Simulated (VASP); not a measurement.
Input of a VASP 6.6.1 run:

INCAR

```
PREC     = Accurate       # precision mode
ENCUT    = 520            # plane-wave cutoff, eV
EDIFF    = 1E-6           # SCF threshold, eV
ISMEAR   = -1             # smearing method
SIGMA    = 0.05           # smearing width, eV
LREAL    = False          # projectors in reciprocal space
LASPH    = True           # aspherical terms in the spheres
NELM     = 60             # most SCF steps
ALGO     = Normal         # electronic algorithm
ISIF     = 2              # what is computed and relaxed
LWAVE    = False          # write WAVECAR
LCHARG   = False          # write CHGCAR
GGA      = PS             # functional
NBANDS   = 17             # bands
```

The input KPOINTS:

```
regular mesh
0
Gamma
  9 9 9
```

Contents of POSCAR:

```
Hf
1.0
    0.0000000000      3.0438467722      3.0438467722
    3.0438467722      0.0000000000      3.0438467722
    3.0438467722      3.0438467722      0.0000000000
Hf
2
Direct
   -0.0875000000     -0.1375000000     -0.1375000000
    0.0875000000      0.1375000000      0.1375000000
```

Potentials or basis: VASP PAW PBE potentials, release 64 (Hf_pv).

Run with:

```bash
$ cat potpaw_PBE.64/Hf_pv/POTCAR > POTCAR
$ mpirun -np 1 vasp_std > vasp.out
```

(1) What does it give for the largest force?

(2) What does it give for the band gap on the k mesh?

(3) Predict the pressure.

Answers

(1) 0.036 eV/Å.

(2) zero (band 10 reaches 2.71 eV, above the bottom of band 11 at 2.36 eV).

(3) 5.1 GPa.

Caveat: the cell differs from its parent crystal (shortest bond scaled by 1.1); the PAW data sets were made with another functional, which shifts forces and pressure a little; spin-orbit coupling is left out, which moves the levels of the heavy elements.
